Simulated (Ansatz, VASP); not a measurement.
TaN: VASP beside Ansatz

```
CELL_PARAMETERS angstrom
0.00000 2.27489 2.17551
2.27489 0.00000 2.17551
2.27489 2.27489 0.00000
ATOMIC_POSITIONS crystal
Ta 0.50000 0.50000 0.50000
N 0.00000 0.00000 0.00000
```

Change from the starting cell: strain +0.030 along x and y, -0.015 along z, atoms carried along.

Alike in both runs: task single point; functional PBE; k mesh 24 × 24 × 24; occupations gaussian, width 0.15 eV; no spin polarisation.

|  | VASP | Ansatz |
| --- | --- | --- |
| version | VASP 6.6.1 | Ansatz 0.2.0 |
| potentials or method | VASP PAW PBE potentials, release 64 (Ta_pv, N), cutoff 520 eV | scalar-relativistic, plane waves, PAW |
| valence electrons in the cell | 16 | 18 |

```csv
,VASP,Ansatz,Ansatz less VASP
gap on the k mesh at the Fermi level (eV),none,none,-
pressure (GPa),-11.1,-11.7,-0.62
"traceless stress, the component that is largest in VASP (GPa)",14.43,14.34,-0.097
```

A gap of «none» marks a metal or a gap that the smearing closes. VASP's potentials hold 16 valence electrons a cell and Ansatz's 18, so a difference there can come from the potentials and not from the codes.

Spin-orbit coupling is off throughout.
